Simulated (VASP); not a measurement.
# Cu5Mo (F-43m) in VASP: notebook

Cu5Mo is run at these levels: PBE; tasks: single point.

Program: VASP 6.6.1. These are calculated values, not measurements. Logs are shortened: lines on timing, memory, paths and dates and some standing lists are left out, and cuts for length are marked.

## Step 1: The cell of the first run

It takes space group F-43m (No. 216, cubic). Conventional cell: a = 6.744 Å, b = 6.744 Å, c = 6.744 Å, α = 90.00°, β = 90.00°, γ = 90.00°. Within 3.7 Å of Cu (site symmetry -43m) lie 12 Cu at 2.79 Å and 4 Mo at 2.92 Å. Cu (site symmetry 3m) has 9 Cu at 2.36 to 2.79 Å and 3 Mo at 2.80 Å within 3.1 Å. Within 3.7 Å of Mo (site symmetry -43m) lie 16 Cu at 2.80 to 2.92 Å.

## Step 2: Single point, PBE

Input file INCAR:

```
  PREC = Accurate
  ENCUT = 520
  EDIFF = 1E-7
  ISMEAR = 0
  SIGMA = 0.1
  LREAL = F
  LASPH = T
  NELM = 100
  ALGO = Fast
  ISIF = 2
  LWAVE = F
  LCHARG = F
  GGA = PE
  NBANDS = 44
```

Input file KPOINTS:

```
Automatic mesh
0
Gamma
  4 4 4
```

Input file POSCAR:

```
Cu5Mo
1.0
    0.0000000000      3.3721979400      3.3721979400
    3.3721979400      0.0000000000      3.3721979400
    3.3721979400      3.3721979400      0.0000000000
Cu Mo
5 1
Direct
    0.2500000000      0.2500000000      0.2500000000
    0.1283094900      0.6238968400      0.6238968400
    0.6238968400      0.6238968400      0.6238968400
    0.6238968400      0.6238968400      0.1283094900
    0.6238968400      0.1283094900      0.6238968400
    0.0000000000      0.0000000000      0.0000000000
```

Potentials or basis: VASP PAW PBE potentials, release 64 (Cu, Mo_sv).

The run is started by

```
$ cat potpaw_PBE.64/Cu/POTCAR potpaw_PBE.64/Mo_sv/POTCAR > POTCAR
$ mpirun -np 1 vasp_std > vasp.out
```

OUTCAR:

```text
PREC = Accurate
   ENCUT = 520
   EDIFF = 1E-7
   ISMEAR = 0
   LREAL = F
   LASPH = T
   NELM = 100
   ISIF = 2
   GGA = PE

 ion  position               nearest neighbor table
   1  0.250  0.250  0.250-   6 2.92   6 2.92   6 2.92   6 2.92
   2  0.128  0.624  0.624-   3 2.36   4 2.36   5 2.36   5 2.41   4 2.41   3 2.41   6 2.80   6 2.80
                             6 2.80
   3  0.624  0.624  0.624-   2 2.36   4 2.36   5 2.36   2 2.41   5 2.41   4 2.41   6 2.80   6 2.80
                             6 2.80
   4  0.624  0.624  0.128-   2 2.36   3 2.36   5 2.36   5 2.41   2 2.41   3 2.41   6 2.80   6 2.80
                             6 2.80
   5  0.624  0.128  0.624-   2 2.36   3 2.36   4 2.36   2 2.41   4 2.41   3 2.41   6 2.80   6 2.80
                             6 2.80
   6  0.000  0.000  0.000-   2 2.80   4 2.80   5 2.80   3 2.80   3 2.80   3 2.80   2 2.80   5 2.80
                             5 2.80   2 2.80   4 2.80   4 2.80   1 2.92   1 2.92   1 2.92   1 2.92

  LATTYP: Found a face centered cubic cell.
 ALAT       =     6.7443958800

  Lattice vectors:

 A1 = (   0.0000000000,   3.3721979400,   3.3721979400)
 A2 = (   3.3721979400,   0.0000000000,   3.3721979400)
 A3 = (   3.3721979400,   3.3721979400,   0.0000000000)

Analysis of symmetry for initial positions (statically):
=====================================================================
 Subroutine PRICEL returns:
 Original cell was already a primitive cell.

 Routine SETGRP: Setting up the symmetry group for a
 face centered cubic supercell.

 Subroutine GETGRP returns: Found 24 space group operations
 (whereof 24 operations were pure point group operations)
 out of a pool of 48 trial point group operations.

The static configuration has the point symmetry T_d .

Analysis of symmetry for dynamics (positions and initial velocities):
=====================================================================
 Subroutine PRICEL returns:
 Original cell was already a primitive cell.

 Routine SETGRP: Setting up the symmetry group for a
 face centered cubic supercell.

 Subroutine GETGRP returns: Found 24 space group operations
 (whereof 24 operations were pure point group operations)
 out of a pool of 48 trial point group operations.

The dynamic configuration has the point symmetry T_d .

 Subroutine INISYM returns: Found 24 space group operations
 (whereof 24 operations are pure point group operations),
 and found     1 'primitive' translations
[... 86 lines left out ...]
   EDIFF  = 0.1E-06   stopping-criterion for ELM
   LREAL  =      F    real-space projection
   EDIFFG = 0.1E-05   stopping-criterion for IOM
   NSW    =      0    number of steps for IOM
   IBRION =     -1    ionic relax: 0-MD 1-quasi-New 2-CG
   NFREE  =      0    steps in history (QN), initial steepest desc. (CG)
   ISIF   =      2    stress and relaxation
   ISYM   =      2    0-nonsym 1-usesym 2-fastsym
   POTIM  = 0.5000    time-step for ionic-motion
   TEBEG  =    0.0;   TEEND  =   0.0 temperature during run
   PSTRESS=    0.0 pullay stress
   NELECT =      69.0000    total number of electrons
   NUPDOWN=      -1.0000    fix difference up-down
   EMIN   =  10.00;   EMAX   =-10.00  energy-range for DOS
   EFERMI =   0.00;   METHOD = LEGACY
   ISMEAR =     0;   SIGMA  =   0.10  broadening in eV -4-tet -1-fermi 0-gaus
   EFERMI_NEDOS =   21; number of points for ismear=-14 and -15
   IALGO  =     68    algorithm
   IMIX   =      4    mixing-type and parameters
     AMIX     =   0.40;   BMIX     =  1.00
     AMIX_MAG =   1.60;   BMIX_MAG =  1.00
  volume/ion in A,a.u.               =      12.78        86.26
  Fermi-wavevector in a.u.,A,eV,Ry     =   1.580404  2.986531 33.982959  2.497677
  Thomas-Fermi vector in A             =   2.680637
   LORBIT       =      0    0 simple, 1 ext, 2 COOP (PROOUT), +10 PAW based schemes
   GGA     = PE    functional components
   LHFCALC =     F    Hartree Fock is set to
   AEXX    =    0.0000 exact exchange contribution
   IVDW    =     0    specifies the selected vdW correction
   LEPSILON=     F    determine dielectric tensor
   LRPA    =     F    only Hartree local field effects (RPA)
 non-spin polarized calculation
 RMM-DIIS sequential band-by-band and
 Gauss-broadening in eV      SIGMA  =   0.10
  energy-cutoff  :      520.00
  volume of cell :       76.70
 maximum number of plane-waves:      2120
   NGX = 17   NGY = 17   NGZ = 17

 number of electron      69.0000036 magnetization

 Free energy of the ion-electron system (eV)
  ---------------------------------------------------
  ext. energy  EPLUGINS =         0.00000000
  ---------------------------------------------------
  free energy    TOTEN  =       -27.47468374 eV

  energy without entropy =      -27.43091666  energy(sigma->0) =      -27.45280020

 E-fermi :   8.4228     XC(G=0): -12.7199

 val. band max:        8.4222888252   @ k =   0.2500   0.0000   0.0000
 cond. band min:       8.4256829920   @ k =   0.5000   0.5000   0.0000
 fundamental gap:      0.0033941668
 Fermi energy:         8.4228371453

 k-point     1 :       0.0000    0.0000    0.0000
  band No.  band energies     occupation
      1     -52.8352      2.00000
      2     -26.8862      2.00000
      3     -26.8862      2.00000
      4     -26.8862      2.00000
      5      -0.6632      2.00000
      6       2.8874      2.00000
[... 365 lines left out ...]
     43      17.8272      0.00000
     44      18.2469      0.00000

------------------------ aborting loop because EDIFF is reached ----------------------------------------

  FORCE on cell =-STRESS in cart. coord.  units (eV):
  Direction    XX          YY          ZZ          XY          YZ          ZX
  --------------------------------------------------------------------------------------
  -------------------------------------------------------------------------------------
  Total        0.3775833      0.3775833      0.3775833     -0.0000000      0.0000000     -0.0000000
  in kB        7.8877693      7.8877693      7.8877693     -0.0000000      0.0000000     -0.0000000
  external PRESSURE =       7.8877693 kB  Pullay stress =       0.0000000 kB

 VOLUME and BASIS-vectors are now :
 -----------------------------------------------------------------------------
  energy-cutoff  :      520.00
  volume of cell :       76.70
      direct lattice vectors                 reciprocal lattice vectors
     0.000000000  3.372197940  3.372197940    -0.148271249  0.148271249  0.148271249
     3.372197940  0.000000000  3.372197940     0.148271249 -0.148271249  0.148271249
     3.372197940  3.372197940  0.000000000     0.148271249  0.148271249 -0.148271249

 POSITION                                       TOTAL-FORCE (eV/Angst)
 -----------------------------------------------------------------------------------
      1.68610      1.68610      1.68610         0.000000      0.000000      0.000000
      4.20781      2.53659      2.53659         0.250471     -0.250471     -0.250471
      4.20781      4.20781      4.20781         0.250471      0.250471      0.250471
      2.53659      2.53659      4.20781        -0.250471     -0.250471      0.250471
      2.53659      4.20781      2.53659        -0.250471      0.250471     -0.250471
      0.00000      0.00000      0.00000         0.000000      0.000000      0.000000
 -----------------------------------------------------------------------------------
    total drift:                               -0.000009     -0.000009     -0.000009

  FREE ENERGIE OF THE ION-ELECTRON SYSTEM (eV)
  ---------------------------------------------------
  free  energy   TOTEN  =       -27.4746837408 eV

  energy  without entropy=      -27.4309166625  energy(sigma->0) =      -27.45280020
```

OSZICAR:

```text
N       E                     dE             d eps       ncg     rms          rms(c)
DAV:   1     0.729481735143E+03    0.72948E+03   -0.29585E+04   712   0.259E+03
DAV:   2     0.603832152194E+02   -0.66910E+03   -0.64706E+03   704   0.530E+02
DAV:   3    -0.290877118957E+02   -0.89471E+02   -0.84760E+02   748   0.229E+02
[... 12 lines left out ...]
RMM:  16    -0.274746831796E+02    0.14894E-05   -0.35201E-05   846   0.570E-02    0.749E-03
RMM:  17    -0.274746840923E+02   -0.91269E-06   -0.17727E-05   975   0.232E-02    0.439E-03
RMM:  18    -0.274746840814E+02    0.10903E-07   -0.22170E-06   761   0.153E-02    0.468E-03
RMM:  19    -0.274746837198E+02    0.36154E-06   -0.81789E-07   746   0.941E-03    0.808E-04
RMM:  20    -0.274746837408E+02   -0.20924E-07   -0.21057E-07   545   0.297E-03
   1 F= -.27474684E+02 E0= -.27452800E+02  d E =-.437671E-01
```

stdout:

```text
POSCAR found type information on POSCAR CuMo
 POSCAR found :  2 types and       6 ions
 scaLAPACK will be used
 LDA part: xc-table for (Slater+PW92), standard interpolation
 POSCAR, INCAR and KPOINTS ok, starting setup
 FFT: planning ... GRIDC
 FFT: planning ... GRID_SOFT
 FFT: planning ... GRID
 WAVECAR not read
 entering main loop
```

Wall time 23 s (1 thread of Intel Xeon 6975P-C (Granite Rapids), shared host); peak memory 0.2 GiB.

What came out:

- Free energy: -27.4747 eV
- Pressure: 0.8 GPa
- Largest force: 0.434 eV/Å

Forces on the atoms (eV/Å):
```
Cu   0.000  0.000  0.000
Cu   0.250 -0.250 -0.250
Cu   0.250  0.250  0.250
Cu  -0.250 -0.250  0.250
Cu  -0.250  0.250 -0.250
Mo   0.000  0.000  0.000
```

Levels at points of the mesh, in eV from the Fermi level:
```csv
k point,band 31,band 32,band 33,band 34,band 35,band 36,band 37,band 38
"(0.00, 0.00, 0.00)",-1.48,-1.48,-1.48,-0.57,-0.57,-0.10,3.27,3.27
"(0.50, 0.00, 0.00)",-1.53,-0.85,-0.85,-0.50,0.03,0.03,1.08,2.00
"(0.50, 0.50, 0.00)",-2.12,-1.88,0.00,0.02,0.02,0.09,0.25,0.25
```

Caveat: the k points lie up to 0.40 Å⁻¹ apart.

## Step 3: Single point, PBE, collinear spin, ferromagnetic start

Input file INCAR:

```
PREC = Accurate
ENCUT = 520
EDIFF = 1E-6
ISMEAR = 0
SIGMA = 0.1
LREAL = False
LASPH = True
NELM = 150
ALGO = Normal
ISIF = 2
LWAVE = False
LCHARG = True
ISPIN = 2
MAGMOM = 0 0 0 0 0 1
LORBIT = 11
LMAXMIX = 4
GGA = PE
LELF = True
LVHAR = True
NBANDS = 48
```

KPOINTS is that of step 2.

POSCAR is that of step 2.

Potentials or basis: VASP PAW PBE potentials, release 64 (Cu, Mo_sv).

The run is started by

```
$ cat potpaw_PBE.64/Cu/POTCAR potpaw_PBE.64/Mo_sv/POTCAR > POTCAR
$ mpirun -np 1 vasp_std > vasp.out
```

OUTCAR:

```text
PREC = Accurate
   ENCUT = 520
   EDIFF = 1E-6
   ISMEAR = 0
   LREAL = False
   LASPH = True
   NELM = 150
   ISIF = 2
   ISPIN = 2
   LORBIT = 11
   GGA = PE

 ion  position               nearest neighbor table
   1  0.250  0.250  0.250-   6 2.92   6 2.92   6 2.92   6 2.92
   2  0.128  0.624  0.624-   3 2.36   4 2.36   5 2.36   5 2.41   4 2.41   3 2.41   6 2.80   6 2.80
                             6 2.80
   3  0.624  0.624  0.624-   2 2.36   4 2.36   5 2.36   2 2.41   5 2.41   4 2.41   6 2.80   6 2.80
                             6 2.80
   4  0.624  0.624  0.128-   2 2.36   3 2.36   5 2.36   5 2.41   2 2.41   3 2.41   6 2.80   6 2.80
                             6 2.80
   5  0.624  0.128  0.624-   2 2.36   3 2.36   4 2.36   2 2.41   4 2.41   3 2.41   6 2.80   6 2.80
                             6 2.80
   6  0.000  0.000  0.000-   2 2.80   4 2.80   5 2.80   3 2.80   3 2.80   3 2.80   2 2.80   5 2.80
                             5 2.80   2 2.80   4 2.80   4 2.80   1 2.92   1 2.92   1 2.92   1 2.92

  LATTYP: Found a face centered cubic cell.
 ALAT       =     6.7443958800

  Lattice vectors:

 A1 = (   0.0000000000,   3.3721979400,   3.3721979400)
 A2 = (   3.3721979400,   0.0000000000,   3.3721979400)
 A3 = (   3.3721979400,   3.3721979400,   0.0000000000)

[... 983 lines left out ...]
  in kB       21.7433329     21.7433329     21.7433329      0.0000000      0.0000000      0.0000000
  external PRESSURE =      21.7433329 kB  Pullay stress =       0.0000000 kB

 VOLUME and BASIS-vectors are now :
 -----------------------------------------------------------------------------
  energy-cutoff  :      520.00
  volume of cell :       76.70
      direct lattice vectors                 reciprocal lattice vectors
     0.000000000  3.372197940  3.372197940    -0.148271249  0.148271249  0.148271249
     3.372197940  0.000000000  3.372197940     0.148271249 -0.148271249  0.148271249
     3.372197940  3.372197940  0.000000000     0.148271249  0.148271249 -0.148271249

 POSITION                                       TOTAL-FORCE (eV/Angst)
 -----------------------------------------------------------------------------------
      1.68610      1.68610      1.68610        -0.000000     -0.000000     -0.000000
      4.20781      2.53659      2.53659         0.217004     -0.217004     -0.217004
      4.20781      4.20781      4.20781         0.217004      0.217004      0.217004
      2.53659      2.53659      4.20781        -0.217004     -0.217004      0.217004
      2.53659      4.20781      2.53659        -0.217004      0.217004     -0.217004
      0.00000      0.00000      0.00000        -0.000000     -0.000000     -0.000000
 -----------------------------------------------------------------------------------
    total drift:                               -0.000009     -0.000009     -0.000009

  FREE ENERGIE OF THE ION-ELECTRON SYSTEM (eV)
  ---------------------------------------------------
  free  energy   TOTEN  =       -27.5689590261 eV

  energy  without entropy=      -27.5330124124  energy(sigma->0) =      -27.55098572

 total charge

# of ion       s       p       d       tot
------------------------------------------
    1        0.385   0.332   9.128   9.845
    2        0.494   0.458   9.154  10.107
    3        0.494   0.458   9.154  10.107
    4        0.494   0.458   9.154  10.107
    5        0.494   0.458   9.154  10.107
    6        2.281   6.101   3.784  12.167
--------------------------------------------------
tot          4.644   8.264  49.530  62.438

 magnetization (x)

# of ion       s       p       d       tot
------------------------------------------
    1       -0.010  -0.005   0.092   0.076
    2       -0.008   0.004   0.058   0.054
    3       -0.008   0.004   0.058   0.054
    4       -0.008   0.004   0.058   0.054
    5       -0.008   0.004   0.058   0.054
    6        0.029   0.013   1.471   1.514
--------------------------------------------------
tot         -0.014   0.024   1.796   1.806
```

Wall time 45 s (1 thread of Intel Xeon 6975P-C (Granite Rapids), shared host); peak memory 0.25 GiB.

Results:

* Free energy: -27.5690 eV
* Pressure: 2.2 GPa
* Largest force: 0.376 eV/Å
* Net moment: 1.97 μB per cell
* Site moments: Cu +0.08, +0.05; Mo +1.51 μB
* Valence electrons inside the program's atomic spheres: Cu 9.85, 10.11; Mo 12.17

Forces in eV/Å, atoms in the order of the input:
```
Cu   0.000  0.000  0.000
Cu   0.217 -0.217 -0.217
Cu   0.217  0.217  0.217
Cu  -0.217 -0.217  0.217
Cu  -0.217  0.217 -0.217
Mo   0.000  0.000  0.000
```

Caveat: the k points lie up to 0.40 Å⁻¹ apart.

## Step 4: Single point, PBE, collinear spin, ferromagnetic start

This run uses another cell than the first one, of 12.91 Å³/atom, 1.010 times its volume.

Input file INCAR:

```
SYSTEM = Cu5Mo
ALGO = Normal
EDIFF = 1E-6
ENCUT = 520
GGA = PE
ISIF = 2
ISMEAR = 0
ISPIN = 2
LASPH = .TRUE.
LCHARG = .FALSE.
LMAXMIX = 4
LORBIT = 11
LREAL = .FALSE.
LWAVE = .FALSE.
MAGMOM = 0 0 0 0 0 1.51
NBANDS = 48
NELM = 150
PREC = Accurate
SIGMA = 0.1
```

Input file KPOINTS:

```
k-points
0
G
  10 10 10
  0 0 0
```

Input file POSCAR:

```
Cu5Mo
1.0
    0.0000000000      3.3837898945      3.3837898945
    3.3837898945      0.0000000000      3.3837898945
    3.3837898945      3.3837898945      0.0000000000
Cu Mo
5 1
Direct
    0.2500000000      0.2500000000      0.2500000000
    0.1253337772      0.6248887409      0.6248887409
    0.6248887409      0.6248887409      0.6248887409
    0.6248887409      0.6248887409      0.1253337772
    0.6248887409      0.1253337772      0.6248887409
    0.0000000000      0.0000000000      0.0000000000
```

The run is started by

```
$ cat potpaw_PBE.64/Cu/POTCAR potpaw_PBE.64/Mo_sv/POTCAR > POTCAR
$ mpirun -np 1 vasp_std > vasp.out
```

Wall time 3.8 min (1 thread of Intel Xeon 6975P-C (Granite Rapids), shared host); peak memory 0.4 GiB.

The run converged. Its results:

```yaml
Free_energy: -27.6260 eV
Pressure: 0.7 GPa
Largest_force: 0.006 eV/Å
Net_moment: 1.96 μB per cell
Site_moments: Cu +0.06, +0.05; Mo +1.55 μB
Valence_electrons_inside_the_program's_atomic_spheres: Cu 9.84, 10.09; Mo 12.15
```

Forces in eV/Å, atoms in the order of the input:
```
Cu   0.000  0.000  0.000
Cu  -0.003  0.003  0.003
Cu  -0.003 -0.003 -0.003
Cu   0.003  0.003 -0.003
Cu   0.003 -0.003  0.003
Mo   0.000  0.000  0.000
```

Levels at points of the mesh, in eV from the Fermi level:
Spin up:
```tsv
k point	band 33	band 34	band 35	band 36	band 37	band 38	band 39	band 40
(0.00, 0.00, 0.00)	-1.48	-0.74	-0.74	-0.02	3.21	3.21	3.21	4.35
(0.50, 0.00, 0.00)	-0.95	-0.60	-0.20	-0.20	1.01	1.97	1.97	5.17
(0.50, 0.50, 0.00)	-0.21	-0.04	-0.03	-0.03	0.06	0.06	1.97	3.19
```
Spin down:
```csv
k point,band 31,band 32,band 33,band 34,band 35,band 36,band 37,band 38
"(0.00, 0.00, 0.00)",-1.06,-1.06,-1.06,-0.06,-0.04,-0.04,3.54,3.54
"(0.50, 0.00, 0.00)",-1.40,-0.45,-0.45,-0.16,0.68,0.68,1.48,2.21
"(0.50, 0.50, 0.00)",-1.93,-1.58,0.15,0.15,0.46,0.66,0.95,0.95
```

## Step 5: The runs side by side

```tsv
spin	cell	k mesh	gap on the mesh (eV)	pressure (GPa)	moment (μB)	largest force (eV/Å)
off	a = 4.769 Å, angles 60.0°, 6 atoms	4 × 4 × 4	none	0.8	-	0.43
collinear, ferromagnetic start	a = 4.769 Å, angles 60.0°, 6 atoms	4 × 4 × 4	none	2.2	1.97	0.38
collinear, ferromagnetic start	a = 4.785 Å, angles 60.0°, 6 atoms	10 × 10 × 10	none	0.7	1.96	0.01
```

Alike in all rows: task single point; level PBE; potentials or basis VASP PAW PBE potentials, release 64 (Cu, Mo_sv); cutoff (eV) 520; smearing gaussian 0.1 eV.

Caveats: some runs use coarse meshes.

Total energies depend on the potentials used, so only differences within one code and one set of settings carry meaning.
